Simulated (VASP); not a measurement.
Write the native input for VASP 6.6.1 that does the following.

* Task: single point
* Functional: PBE
* Potentials or basis: VASP PAW PBE potentials, release 64 (Si)
* Cutoff: 500 eV
* k mesh: 8 × 8 × 8
* Occupations: fermi-dirac, width 0.0612256 eV
* Spin: no spin polarisation
* Dipole correction: no
* Further INCAR settings: ALGO = Normal; EDIFF = 1e-06; NBANDS = 11

The structure of Si lies in POSCAR:

```
Si
1.0
    0.0000000000      2.7620375235      2.7620375235
    2.7620375235      0.0000000000      2.7620375235
    2.7620375235      2.7620375235      0.0000000000
Si
2
Direct
    0.0000000000      0.0000000000      0.0000000000
    0.2500000000      0.2500000000      0.2500000000
```

These files were run (other wordings do the same):

INCAR

```
SYSTEM = Si
  PREC = Accurate
  ENCUT = 500
  EDIFF = 1E-6
  ISMEAR = -1
  SIGMA = 0.06122561905347299
  LREAL = .FALSE.
  LASPH = .TRUE.
  NELM = 120
  ALGO = Normal
  ISIF = 2
  LWAVE = .FALSE.
  LCHARG = .FALSE.
  GGA = PE
  NBANDS = 11
  GGA_COMPAT = .FALSE.
```

KPOINTS

```
Automatic mesh
0
G
  8 8 8
  0 0 0
```

Potentials or basis: VASP PAW PBE potentials, release 64 (Si).

The run is started by

```console
$ cat potpaw_PBE.64/Si/POTCAR > POTCAR
$ mpirun -np 1 vasp_std > vasp.out
```

It gave:

* Pressure: -2.5 GPa
* Band gap on the k mesh: 0.70 eV (least direct gap 2.51 eV)

Caveat: semilocal functionals underestimate gaps, and a narrow one can read as zero.

Run time: 8.2 s on 1 thread of Intel(R) Xeon(R) Platinum 8259CL CPU @ 2.50GHz (Skylake/Cascade Lake), with other jobs on the host, peak memory 0.14 GiB.
